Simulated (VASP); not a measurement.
# SnTe (R-3m) in VASP: single point with PBE

Aim: the single point of SnTe with PBE.

Program: VASP 6.6.1. These are calculated values, not measurements. Logs are shortened: lines on timing, memory, paths and dates and some standing lists are left out, and cuts for length are marked.

**1. The cell of the first run**

It takes space group R-3m (No. 166, trigonal). Conventional cell: a = 4.819 Å, b = 4.819 Å, c = 10.493 Å, α = 90.00°, β = 90.00°, γ = 120.00°. Within 4.3 Å of Sn (site symmetry -3m) lie 6 Te at 3.29 Å. Within 4.3 Å of Te (site symmetry -3m) lie 6 Sn at 3.29 Å.

**2. Single point, PBE (strained)**

The input, INCAR:

```
PREC = Accurate
ENCUT = 520
EDIFF = 1E-6
ISMEAR = 0
SIGMA = 0.05
LREAL = F
LASPH = T
NELM = 100
ALGO = Normal
ISIF = 2
LWAVE = F
LCHARG = T
GGA = PE
LELF = T
LVHAR = T
NBANDS = 17
```

The input, KPOINTS:

```
Automatic mesh
0
Gamma
  10 10 10
```

The input, POSCAR:

```
SnTe
1.0
    0.0000000000      3.4072346645      3.4072346645
    3.4072346645      0.0000000000      3.4072346645
    3.1551666645      3.1551666645      0.2520680000
Sn Te
1 1
Direct
    0.0000000000      0.0000000000      0.0000000000
    0.5000000000      0.5000000000      0.5000000000
```

Potentials or basis: VASP PAW PBE potentials, release 64 (Sn_d, Te).

Launch:

```console
> cat potpaw_PBE.64/Sn_d/POTCAR potpaw_PBE.64/Te/POTCAR > POTCAR
> mpirun -np 1 vasp_std > vasp.out
```

OUTCAR:

```text
PREC = Accurate
   ENCUT = 520
   EDIFF = 1E-6
   ISMEAR = 0
   LREAL = F
   LASPH = T
   NELM = 100
   ISIF = 2
   GGA = PE

 ion  position               nearest neighbor table
   1  0.000  0.000  0.000-   2 3.29   2 3.29   2 3.29   2 3.29   2 3.29   2 3.29
   2  0.500  0.500  0.500-   1 3.29   1 3.29   1 3.29   1 3.29   1 3.29   1 3.29

  LATTYP: Found a trigonal (rhomboedric) cell.
 ALAT       =     4.4691936228
 COS(alpha) =     0.4187730406

  Lattice vectors:

 A1 = (   3.1551666645,  -0.2520680000,  -3.1551666645)
 A2 = (  -0.2520680000,   3.1551666645,  -3.1551666645)
 A3 = (   3.1551666645,   3.1551666645,   0.2520680000)

Analysis of symmetry for initial positions (statically):
=====================================================================
 Subroutine PRICEL returns:
 Original cell was already a primitive cell.

 Routine SETGRP: Setting up the symmetry group for a
 trigonal (rhombohedral) supercell.

 Subroutine GETGRP returns: Found 12 space group operations
 (whereof 12 operations were pure point group operations)
 out of a pool of 12 trial point group operations.

The static configuration has the point symmetry D_3d.

Analysis of symmetry for dynamics (positions and initial velocities):
=====================================================================
 Subroutine PRICEL returns:
 Original cell was already a primitive cell.

 Routine SETGRP: Setting up the symmetry group for a
 trigonal (rhombohedral) supercell.

 Subroutine GETGRP returns: Found 12 space group operations
 (whereof 12 operations were pure point group operations)
 out of a pool of 12 trial point group operations.

The dynamic configuration has the point symmetry D_3d.

 Subroutine INISYM returns: Found 12 space group operations
 (whereof 12 operations are pure point group operations),
 and found     1 'primitive' translations

----------------------------------------------------------------------------------------

                                     Primitive cell

  volume of cell :      70.3319

  direct lattice vectors                    reciprocal lattice vectors
     0.000000000  3.407234664  3.407234664    -0.152852297  0.140640843  0.152852297
     3.407234664  0.000000000  3.407234664     0.140640843 -0.152852297  0.152852297
     3.155166664  3.155166664  0.252068000     0.165063751  0.165063751 -0.165063751
[... 75 lines left out ...]
   PREC   = accura    normal or accurate (medium, high low for compatibility)
   ISTART =      0    job   : 0-new  1-cont  2-samecut
   ICHARG =      2    charge: 1-file 2-atom 10-const
   ISPIN  =      1    spin polarized calculation?
   LNONCOLLINEAR =      F non collinear calculations
   LSORBIT =      F    spin-orbit coupling
   LASPH  =      T    aspherical Exc in radial PAW
   ENCUT  =  520.0 eV  38.22 Ry    6.18 a.u.   8.96  8.96  8.31*2*pi/ulx,y,z
   NELM   =    100;   NELMIN=  2; NELMDL= -5     # of ELM steps
   EDIFF  = 0.1E-05   stopping-criterion for ELM
   LREAL  =      F    real-space projection
   EDIFFG = 0.1E-04   stopping-criterion for IOM
   NSW    =      0    number of steps for IOM
   IBRION =     -1    ionic relax: 0-MD 1-quasi-New 2-CG
   NFREE  =      0    steps in history (QN), initial steepest desc. (CG)
   ISIF   =      2    stress and relaxation
   ISYM   =      2    0-nonsym 1-usesym 2-fastsym
   POTIM  = 0.5000    time-step for ionic-motion
   TEBEG  =    0.0;   TEEND  =   0.0 temperature during run
   PSTRESS=    0.0 pullay stress
   NELECT =      20.0000    total number of electrons
   NUPDOWN=      -1.0000    fix difference up-down
   EMIN   =  10.00;   EMAX   =-10.00  energy-range for DOS
   EFERMI =   0.00;   METHOD = LEGACY
   ISMEAR =     0;   SIGMA  =   0.05  broadening in eV -4-tet -1-fermi 0-gaus
   EFERMI_NEDOS =   21; number of points for ismear=-14 and -15
   IALGO  =     38    algorithm
   IMIX   =      4    mixing-type and parameters
     AMIX     =   0.40;   BMIX     =  1.00
     AMIX_MAG =   1.60;   BMIX_MAG =  1.00
  volume/ion in A,a.u.               =      35.17       237.31
  Fermi-wavevector in a.u.,A,eV,Ry     =   1.076550  2.034384 15.768594  1.158959
  Thomas-Fermi vector in A             =   2.212437
   LORBIT       =      0    0 simple, 1 ext, 2 COOP (PROOUT), +10 PAW based schemes
   GGA     = PE    functional components
   LHFCALC =     F    Hartree Fock is set to
   AEXX    =    0.0000 exact exchange contribution
   IVDW    =     0    specifies the selected vdW correction
   LEPSILON=     F    determine dielectric tensor
   LRPA    =     F    only Hartree local field effects (RPA)
 non-spin polarized calculation
 Gauss-broadening in eV      SIGMA  =   0.05
  energy-cutoff  :      520.00
  volume of cell :       70.33
 maximum number of plane-waves:      1911
   NGX = 17   NGY = 17   NGZ = 17

 number of electron      20.0000006 magnetization

 Free energy of the ion-electron system (eV)
  ---------------------------------------------------
  ext. energy  EPLUGINS =         0.00000000
  ---------------------------------------------------
  free energy    TOTEN  =        -7.47274658 eV

  energy without entropy =       -7.47256746  energy(sigma->0) =       -7.47265702

 E-fermi :   5.5055     XC(G=0):  -8.9870

 val. band max:        5.3150450109   @ k =  -0.2000   0.2000   0.0000
 cond. band min:       5.5196895747   @ k =   0.0000   0.0000   0.4000
 fundamental gap:      0.2046445638
 Fermi energy:         5.5055164227

 k-point     1 :       0.0000    0.0000    0.0000
  band No.  band energies     occupation
      1     -16.3466      2.00000
      2     -16.3466      2.00000
      3     -16.3464      2.00000
      4     -16.3346      2.00000
      5     -16.3346      2.00000
      6      -6.4016      2.00000
[... 457 lines left out ...]
      4     -16.3353      2.00000
      5     -16.3320      2.00000
      6      -5.4658      2.00000
[... 9 lines left out ...]
     16      14.3955      0.00000
     17      14.5343      0.00000

 [... further k-points ...]
[... 5 lines left out ...]
  --------------------------------------------------------------------------------------
  -------------------------------------------------------------------------------------
  Total       -1.0885973     -1.0885973     -1.0885973      0.4616818     -0.4616818     -0.4616818
  in kB      -24.7985029    -24.7985029    -24.7985029     10.5172190    -10.5172190    -10.5172190
  external PRESSURE =     -24.7985029 kB  Pullay stress =       0.0000000 kB

 VOLUME and BASIS-vectors are now :
 -----------------------------------------------------------------------------
  energy-cutoff  :      520.00
  volume of cell :       70.33
      direct lattice vectors                 reciprocal lattice vectors
     0.000000000  3.407234664  3.407234664    -0.152852297  0.140640843  0.152852297
     3.407234664  0.000000000  3.407234664     0.140640843 -0.152852297  0.152852297
     3.155166664  3.155166664  0.252068000     0.165063751  0.165063751 -0.165063751

 POSITION                                       TOTAL-FORCE (eV/Angst)
 -----------------------------------------------------------------------------------
      0.00000      0.00000      0.00000        -0.000000      0.000000      0.000000
      3.28120      3.28120      3.53327         0.000000     -0.000000     -0.000000
 -----------------------------------------------------------------------------------
    total drift:                               -0.000000      0.000000      0.000000

  FREE ENERGIE OF THE ION-ELECTRON SYSTEM (eV)
  ---------------------------------------------------
  free  energy   TOTEN  =        -7.4727465755 eV

  energy  without entropy=       -7.4725674646  energy(sigma->0) =       -7.47265702
```

OSZICAR:

```text
N       E                     dE             d eps       ncg     rms          rms(c)
DAV:   1     0.123015620688E+03    0.12302E+03   -0.94788E+03  3973   0.130E+03
DAV:   2     0.383639593789E+01   -0.11918E+03   -0.11610E+03  4210   0.316E+02
DAV:   3    -0.723895354250E+01   -0.11075E+02   -0.10990E+02  4765   0.883E+01
DAV:   4    -0.756496095418E+01   -0.32601E+00   -0.32572E+00  4767   0.158E+01
DAV:   5    -0.757852122523E+01   -0.13560E-01   -0.13560E-01  5883   0.308E+00    0.343E+00
DAV:   6    -0.747119174834E+01    0.10733E+00   -0.26733E-01  5145   0.295E+00    0.213E+00
DAV:   7    -0.747125633962E+01   -0.64591E-04   -0.69234E-02  4794   0.111E+00    0.908E-01
DAV:   8    -0.747272780748E+01   -0.14715E-02   -0.82722E-03  4585   0.722E-01    0.137E-01
DAV:   9    -0.747271189154E+01    0.15916E-04   -0.13538E-03  5309   0.278E-01    0.464E-02
DAV:  10    -0.747273467101E+01   -0.22779E-04   -0.16726E-04  4746   0.882E-02    0.276E-02
DAV:  11    -0.747274629376E+01   -0.11623E-04   -0.36900E-05  4868   0.375E-02    0.172E-02
DAV:  12    -0.747274657550E+01   -0.28173E-06   -0.18953E-06  4905   0.110E-02
   1 F= -.74727466E+01 E0= -.74726570E+01  d E =-.179111E-03
```

stdout:

```text
POSCAR found type information on POSCAR SnTe
 POSCAR found :  2 types and       2 ions
 scaLAPACK will be used
 LDA part: xc-table for (Slater+PW92), standard interpolation
 POSCAR, INCAR and KPOINTS ok, starting setup
 FFT: planning ... GRIDC
 FFT: planning ... GRID_SOFT
 FFT: planning ... GRID
 WAVECAR not read
 entering main loop
```

Run time: 91 s. Hardware: 1 thread of Intel Xeon Platinum 8259CL at 2.50GHz (Skylake/Cascade Lake), shared host; peak memory 0.3 GiB.

What came out:

```yaml
Free_energy: -7.4727 eV
Pressure: -2.5 GPa
Band_gap_on_the_k_mesh: zero (band 10 reaches 5.61 eV, above the bottom of band 11 at 5.16 eV)
```

Levels at points of the mesh, in eV from the Fermi level:
| k point | band 8 | band 9 | band 10 | band 11 | band 12 | band 13 |
| --- | --- | --- | --- | --- | --- | --- |
| (0.00, 0.00, 0.00) | -2.03 | -2.03 | -1.18 | 2.96 | 3.33 | 3.33 |
| (0.50, 0.00, 0.00) | -1.47 | -1.20 | 0.11 | 0.11 | 0.59 | 1.15 |
| (0.50, 0.50, 0.00) | -4.69 | -3.45 | -2.72 | 2.76 | 4.12 | 4.46 |
| (0.00, 0.00, 0.50) | -1.77 | -1.77 | -0.63 | -0.35 | 0.15 | 0.15 |

Caveat: the cell differs from its parent crystal (strained); spin-orbit coupling is left out, which moves the levels of the heavy elements.
